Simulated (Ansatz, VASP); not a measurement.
## One calculation of ZnS, two programs

```
Zn S
1.0
     3.84911    0.00000    0.00000
    -1.92455    3.33343    0.00000
     0.00000    0.00000    6.23400
Zn S
2 2
Direct
  0.33333 0.66667 0.00000
  0.66667 0.33333 0.50000
  0.33333 0.66667 0.38500
  0.66667 0.33333 0.88500
```

Change from the starting cell: equal xx and yy strain of +1 %.

Alike in both runs: task single point; functional PBEsol; k mesh 8 × 8 × 5; occupations fermi-dirac, width 0.03 eV; no spin polarisation.

|  | VASP | Ansatz |
| --- | --- | --- |
| version | VASP 6.6.1 | Ansatz 0.2.0 |
| potentials or method | VASP PAW PBE potentials, release 64 (Zn, S), cutoff 500 eV | all-electron LAPW, scalar-relativistic |

```csv
,VASP,Ansatz,Ansatz less VASP
gap on the k mesh at the Fermi level (eV),2.00,2.00,-0.001
pressure (GPa),-2.6,-2.7,-0.15
"traceless stress, the component that is largest in VASP (GPa)",-0.27,-0.26,+0.012
rms of the force components (eV/Å),0.141,0.141,-0.0009
```

VASP's potentials were made for PBE, not for PBEsol. Atom by atom the forces differ by 0.001 eV/Å (rms over components). Ansatz ran all-electron here, and VASP with PAW potentials.
